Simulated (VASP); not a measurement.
A run of VASP 6.6.1 is set up as follows.

INCAR

```
SYSTEM = AlN
PREC = Accurate
ENCUT = 520
EDIFF = 1E-6
ISMEAR = 0
SIGMA = 0.05
LREAL = .False.
LASPH = .True.
NELM = 100
ALGO = Normal
ISIF = 2
LWAVE = .False.
LCHARG = .False.
GGA = PE
NBANDS = 26
```

Contents of KPOINTS:

```
regular mesh
0
Gamma
  8 8 8
  0 0 0
```

Contents of POSCAR:

```
AlN
1.0
   -3.1302395625      0.0000000000      0.0000000000
    0.0000000000      5.4217339621      0.0000000000
    1.5651197812     -2.7108669810     -5.0179796543
Al N
4 4
Direct
    0.9991356412      0.3324689746      0.9982712825
    0.4991356412      0.8324689746      0.9982712825
    0.2491356412      0.9158023079      0.4982712825
    0.7491356412      0.4158023079      0.4982712825
    0.8083643588      0.1416976921      0.6167287175
    0.3083643588      0.6416976921      0.6167287175
    0.0583643588      0.7250310254      0.1167287175
    0.5583643588      0.2250310254      0.1167287175
```

Potentials or basis: VASP PAW PBE potentials, release 64 (Al, N).

The run is started by

```bash
$ cat potpaw_PBE.64/Al/POTCAR potpaw_PBE.64/N/POTCAR > POTCAR
$ mpirun -np 1 vasp_std > vasp.out
```

Q: What does it give for the band gap on the k mesh?

A: 4.04 eV.

Q: Predict the pressure.

A: -0.3 GPa.

A k mesh can miss the band edges. PBE gaps usually lie below the measured ones, often by a third to a half.
